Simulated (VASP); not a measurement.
# TaSi2 (P1) in VASP: single point with PBE

Aim: the single point of TaSi2 with PBE.

All numbers are computed with VASP 6.6.1; they aren't measurements. Logs are shortened: lines on timing, memory, paths and dates and some standing lists are left out, and cuts for length are marked.

## Step 1: The cell of the first run

The typed cell holds 9 atoms: a = 4.784 Å, b = 4.784 Å, c = 6.570 Å, α = 90.00°, β = 90.00°, γ = 120.00°.

## Step 2: Single point, PBE

INCAR reads:

```
SYSTEM = TaSi2
ALGO     = Normal         ! electronic algorithm
EDIFF    = 1E-6           ! SCF threshold, eV
ENCUT    = 520            ! plane-wave cutoff, eV
GGA      = PE             ! functional
ISIF     = 2              ! what is computed and relaxed
ISMEAR   = 0              ! smearing method
LASPH    = .TRUE.         ! aspherical terms in the spheres
LCHARG   = .FALSE.        ! write CHGCAR
LREAL    = .FALSE.        ! projectors in reciprocal space
LWAVE    = .FALSE.        ! write WAVECAR
NBANDS   = 38             ! bands
NELM     = 80             ! most SCF steps
PREC     = Accurate       ! precision mode
SIGMA    = 0.05           ! smearing width, eV
```

KPOINTS reads:

```
k-points
0
G
  9 9 6
  0 0 0
```

POSCAR reads:

```
TaSi2
1.0
    4.7839000000      0.0000000000      0.0000000000
   -2.3919500000      4.1429789292      0.0000000000
    0.0000000000      0.0000000000      6.5700000000
Ta Si
3 6
Direct
    0.5000000000      0.0000000000      0.0000000000
    0.5000000000      0.5000000000      0.6666666667
    0.0000000000      0.5000000000      0.3333333333
    0.1589700000      0.3179400000      0.0000000000
    0.8410300000      0.1589700000      0.6666666667
    0.6820600000      0.8410300000      0.3333333333
    0.8410300000      0.6820600000      0.0000000000
    0.1589700000      0.8410300000      0.6742770168
    0.3179400000      0.1589700000      0.3333333333
```

Potentials or basis: VASP PAW PBE potentials, release 64 (Ta_pv, Si).

On the command line:

```sh
cat potpaw_PBE.64/Ta_pv/POTCAR potpaw_PBE.64/Si/POTCAR > POTCAR
mpirun -np 1 vasp_std > vasp.out
```

OUTCAR:

```text
SYSTEM = TaSi2
   EDIFF = 1E-6
   ENCUT = 520
   GGA = PE
   ISIF = 2
   ISMEAR = 0
   LASPH = .TRUE.
   LREAL = .FALSE.
   NELM = 80
   PREC = Accurate

 ion  position               nearest neighbor table
   1  0.500  0.000  0.000-   8 2.56   6 2.61   9 2.61   5 2.61   4 2.73   7 2.73   7 2.73   4 2.73
                             4 2.83   7 2.83   2 3.24   2 3.24   3 3.24   3 3.24
   2  0.500  0.500  0.667-   4 2.61   7 2.61   6 2.61   9 2.61   5 2.73   5 2.73   8 2.73   8 2.73
                             5 2.83   8 2.83   1 3.24   1 3.24   3 3.24   3 3.24
   3  0.000  0.500  0.333-   4 2.61   7 2.61   5 2.61   8 2.65   6 2.73   9 2.73   9 2.73   6 2.73
                             6 2.83   9 2.83   1 3.24   1 3.24   2 3.24   2 3.24
   4  0.159  0.318  0.000-   5 2.56   9 2.56   3 2.61   2 2.61   7 2.63   1 2.73   1 2.73   1 2.83
                             7 2.83   7 2.83   8 3.13
   5  0.841  0.159  0.667-   4 2.56   6 2.56   1 2.61   3 2.61   8 2.63   2 2.73   2 2.73   2 2.83
                             8 2.83   8 2.83
   6  0.682  0.841  0.333-   7 2.56   5 2.56   1 2.61   2 2.61   9 2.63   3 2.73   3 2.73   3 2.83
                             9 2.83   9 2.83
   7  0.841  0.682  0.000-   8 2.51   6 2.56   3 2.61   2 2.61   4 2.63   1 2.73   1 2.73   1 2.83
                             4 2.83   4 2.83
   8  0.159  0.841  0.674-   7 2.51   1 2.56   9 2.60   5 2.63   3 2.65   2 2.73   2 2.73   2 2.83
                             5 2.83   5 2.83   4 3.13
   9  0.318  0.159  0.333-   4 2.56   8 2.60   1 2.61   2 2.61   6 2.63   3 2.73   3 2.73   3 2.83
                             6 2.83   6 2.83

  LATTYP: Found a hexagonal cell.
 ALAT       =     4.7839000000
 C/A-ratio  =     1.3733564665

  Lattice vectors:

 A1 = (   4.7839000000,   0.0000000000,   0.0000000000)
 A2 = (  -2.3919500000,   4.1429789292,   0.0000000000)
 A3 = (   0.0000000000,   0.0000000000,   6.5700000000)

Analysis of symmetry for initial positions (statically):
=====================================================================
 Subroutine PRICEL returns:
 Original cell was already a primitive cell.

 Routine SETGRP: Setting up the symmetry group for a
 hexagonal supercell.

 Subroutine GETGRP returns: Found  1 space group operations
 (whereof  1 operations were pure point group operations)
 out of a pool of 24 trial point group operations.

The static configuration has the point symmetry C_1 .

Analysis of symmetry for dynamics (positions and initial velocities):
=====================================================================
 Subroutine PRICEL returns:
 Original cell was already a primitive cell.

 Routine SETGRP: Setting up the symmetry group for a
 hexagonal supercell.

 Subroutine GETGRP returns: Found  1 space group operations
 (whereof  1 operations were pure point group operations)
 out of a pool of 24 trial point group operations.

The dynamic configuration has the point symmetry C_1 .

 Subroutine INISYM returns: Found  1 space group operations
 (whereof  1 operations are pure point group operations),
 and found     1 'primitive' translations

----------------------------------------------------------------------------------------

                                     Primitive cell

  volume of cell :     130.2148

  direct lattice vectors                    reciprocal lattice vectors
     4.783900000  0.000000000  0.000000000     0.209034470  0.120686107  0.000000000
    -2.391950000  4.142978929  0.000000000     0.000000000  0.241372215  0.000000000
     0.000000000  0.000000000  6.570000000     0.000000000  0.000000000  0.152207002

  length of vectors
     4.783900000  4.783900000  6.570000000     0.241372215  0.241372215  0.152207002

  position of ions in fractional coordinates (direct lattice)
     0.500000000  0.000000000  0.000000000
     0.500000000  0.500000000  0.666666667
     0.000000000  0.500000000  0.333333333
     0.158970000  0.317940000  0.000000000
     0.841030000  0.158970000  0.666666667
     0.682060000  0.841030000  0.333333333
     0.841030000  0.682060000  0.000000000
     0.158970000  0.841030000  0.674277017
     0.317940000  0.158970000  0.333333333

  ion indices of the primitive-cell ions
   primitive index   ion index
                 1           1
                 2           2
                 3           3
                 4           4
                 5           5
                 6           6
                 7           7
                 8           8
                 9           9

----------------------------------------------------------------------------------------

 KPOINTS: k-points

Automatic generation of k-mesh.
 Grid dimensions read from file:
 generate k-points for:    9    9    6

 Generating k-lattice:

  Cartesian coordinates                     Fractional coordinates (reciprocal lattice)
     0.023226052  0.013409567  0.000000000     0.111111111 -0.000000000  0.000000000
     0.000000000  0.026819135  0.000000000     0.000000000  0.111111111  0.000000000
     0.000000000  0.000000000  0.025367834     0.000000000  0.000000000  0.166666667

  Length of vectors
     0.026819135  0.026819135  0.025367834

  Shift w.r.t. Gamma in fractional coordinates (k-lattice)
     0.000000000  0.000000000  0.000000000

 Subroutine IBZKPT returns following result:
 ===========================================

 Found    244 irreducible k-points:

 Following reciprocal coordinates:
            Coordinates               Weight
  0.000000  0.000000  0.000000      1.000000
  0.111111  0.000000  0.000000      2.000000
  0.000000  0.111111  0.000000      2.000000
 -0.111111  0.111111  0.000000      2.000000
  0.222222  0.000000  0.000000      2.000000
  0.000000  0.222222  0.000000      2.000000
[... 16 lines left out ...]
  0.333333  0.111111  0.000000      2.000000
 -0.111111  0.444444  0.000000      2.000000
 [... further k-points ...]
   k-points           NKPTS =    244   k-points in BZ     NKDIM =    244   number of bands    NBANDS=     38
   number of dos      NEDOS =    301   number of ions     NIONS =      9
   total plane-waves  NPLWV =  64800
   dimension x,y,z NGX =    36 NGY =   36 NGZ =   50
   dimension x,y,z NGXF=    72 NGYF=   72 NGZF=  100
   ions per type =               3   6
   NGX,Y,Z   is equivalent  to a cutoff of  12.51, 12.51, 12.65 a.u.
   NGXF,Y,Z  is equivalent  to a cutoff of  25.02, 25.02, 25.30 a.u.
 SYSTEM =  TaSi2
   PREC   = accura    normal or accurate (medium, high low for compatibility)
   ISTART =      0    job   : 0-new  1-cont  2-samecut
   ICHARG =      2    charge: 1-file 2-atom 10-const
   ISPIN  =      1    spin polarized calculation?
   LNONCOLLINEAR =      F non collinear calculations
   LSORBIT =      F    spin-orbit coupling
   LASPH  =      T    aspherical Exc in radial PAW
   ENCUT  =  520.0 eV  38.22 Ry    6.18 a.u.   8.89  8.89 12.22*2*pi/ulx,y,z
   NELM   =     80;   NELMIN=  2; NELMDL= -5     # of ELM steps
   EDIFF  = 0.1E-05   stopping-criterion for ELM
   LREAL  =      F    real-space projection
   EDIFFG = 0.1E-04   stopping-criterion for IOM
   NSW    =      0    number of steps for IOM
   IBRION =     -1    ionic relax: 0-MD 1-quasi-New 2-CG
   NFREE  =      0    steps in history (QN), initial steepest desc. (CG)
   ISIF   =      2    stress and relaxation
   ISYM   =      2    0-nonsym 1-usesym 2-fastsym
   POTIM  = 0.5000    time-step for ionic-motion
   TEBEG  =    0.0;   TEEND  =   0.0 temperature during run
   PSTRESS=    0.0 pullay stress
   NELECT =      57.0000    total number of electrons
   NUPDOWN=      -1.0000    fix difference up-down
   EMIN   =  10.00;   EMAX   =-10.00  energy-range for DOS
   EFERMI =   0.00;   METHOD = LEGACY
   ISMEAR =     0;   SIGMA  =   0.05  broadening in eV -4-tet -1-fermi 0-gaus
   EFERMI_NEDOS =   21; number of points for ismear=-14 and -15
   IALGO  =     38    algorithm
   IMIX   =      4    mixing-type and parameters
     AMIX     =   0.40;   BMIX     =  1.00
     AMIX_MAG =   1.60;   BMIX_MAG =  1.00
  volume/ion in A,a.u.               =      14.47        97.64
  Fermi-wavevector in a.u.,A,eV,Ry     =   1.243025  2.348976 21.022500  1.545110
  Thomas-Fermi vector in A             =   2.377353
   LORBIT       =      0    0 simple, 1 ext, 2 COOP (PROOUT), +10 PAW based schemes
   GGA     = PE    functional components
   LHFCALC =     F    Hartree Fock is set to
   AEXX    =    0.0000 exact exchange contribution
   IVDW    =     0    specifies the selected vdW correction
   LEPSILON=     F    determine dielectric tensor
   LRPA    =     F    only Hartree local field effects (RPA)
 non-spin polarized calculation
 Gauss-broadening in eV      SIGMA  =   0.05
  energy-cutoff  :      520.00
  volume of cell :      130.21
 maximum number of plane-waves:      3546
   NGX = 17   NGY = 17   NGZ = 25

 number of electron      57.0000004 magnetization

 Free energy of the ion-electron system (eV)
  ---------------------------------------------------
  ext. energy  EPLUGINS =         0.00000000
  ---------------------------------------------------
  free energy    TOTEN  =       -72.21839849 eV

  energy without entropy =      -72.21287531  energy(sigma->0) =      -72.21563690

 E-fermi :   9.3731     XC(G=0): -12.0752

 val. band max:        9.3720158574   @ k =  -0.4444  -0.2222   0.0000
 cond. band min:       9.3734658444   @ k =   0.4444   0.3333   0.0000
 fundamental gap:      0.0014499870
 Fermi energy:         9.3731446354

 k-point     1 :       0.0000    0.0000    0.0000
  band No.  band energies     occupation
      1     -25.0054      2.00000
      2     -25.0040      2.00000
      3     -24.9957      2.00000
      4     -24.9339      2.00000
      5     -24.9295      2.00000
      6     -24.8380      2.00000
[... 30 lines left out ...]
     37      13.2784      0.00000
     38      13.3931      0.00000
[... 941 lines left out ...]
     37      13.2884      0.00000
     38      13.3880      0.00000

 [... further k-points ...]

------------------------ aborting loop because EDIFF is reached ----------------------------------------

  FORCE on cell =-STRESS in cart. coord.  units (eV):
  Direction    XX          YY          ZZ          XY          YZ          ZX
  --------------------------------------------------------------------------------------
  -------------------------------------------------------------------------------------
  Total        2.1247099      1.8988914      2.4435454      0.0790216     -0.0386944      0.0826832
  in kB       26.1426758     23.3641787     30.0656645      0.9722909     -0.4761005      1.0173433
  external PRESSURE =      26.5241730 kB  Pullay stress =       0.0000000 kB

 VOLUME and BASIS-vectors are now :
 -----------------------------------------------------------------------------
  energy-cutoff  :      520.00
  volume of cell :      130.21
      direct lattice vectors                 reciprocal lattice vectors
     4.783900000  0.000000000  0.000000000     0.209034470  0.120686107  0.000000000
    -2.391950000  4.142978929  0.000000000     0.000000000  0.241372215  0.000000000
     0.000000000  0.000000000  6.570000000     0.000000000  0.000000000  0.152207002

 POSITION                                       TOTAL-FORCE (eV/Angst)
 -----------------------------------------------------------------------------------
      2.39195      0.00000      0.00000         0.116708      0.060665      0.183591
      1.19598      2.07149      4.38000         0.007222      0.009279      0.036025
     -1.19598      2.07149      2.19000        -0.004916      0.108656      0.151142
     -0.00000      1.31722      0.00000        -0.004842     -0.001605      0.036812
      3.64316      0.65861      4.38000         0.016130     -0.004072     -0.027808
      1.25121      3.48437      2.19000         0.025808      0.009494      0.039118
      2.39195      2.82576      0.00000        -0.044985     -0.032894      0.103986
     -1.25121      3.48437      4.43000        -0.079988     -0.092381     -0.609743
      1.14074      0.65861      2.19000        -0.031137     -0.057140      0.086877
 -----------------------------------------------------------------------------------
    total drift:                               -0.000014     -0.000026      0.000016

  FREE ENERGIE OF THE ION-ELECTRON SYSTEM (eV)
  ---------------------------------------------------
  free  energy   TOTEN  =       -72.2183984929 eV

  energy  without entropy=      -72.2128753069  energy(sigma->0) =      -72.21563690
```

Wall time 12 min (1 thread of AMD EPYC 9R45 (Zen 5), shared host); peak memory 0.89 GiB.

What came out:

| Quantity | Value |
| --- | --- |
| Free energy | -72.2184 eV |
| Pressure | 2.7 GPa |
| Largest force | 0.622 eV/Å |
| Band gap on the k mesh | zero (an odd number of electrons rules out a gap without spin polarisation) |

Forces on the atoms (eV/Å):
```
Ta   0.117  0.061  0.184
Ta   0.007  0.009  0.036
Ta  -0.005  0.109  0.151
Si  -0.005 -0.002  0.037
Si   0.016 -0.004 -0.028
Si   0.026  0.009  0.039
Si  -0.045 -0.033  0.104
Si  -0.080 -0.092 -0.610
Si  -0.031 -0.057  0.087
```

Levels at points of the mesh, in eV from the Fermi level:
```
           k point  band 25  band 26  band 27  band 28  band 29  band 30  band 31  band 32  band 33  band 34
(0.00, 0.00, 0.00)    -2.49    -2.44    -2.22    -2.17    -1.49     0.73     2.97     2.98     3.43     3.54
(0.00, 0.00, 0.50)    -2.24    -2.03    -1.81    -1.78     1.12     1.15     2.59     2.61     3.42     3.46
```

Caveat: spin-orbit coupling is left out, which moves the levels of the heavy elements.
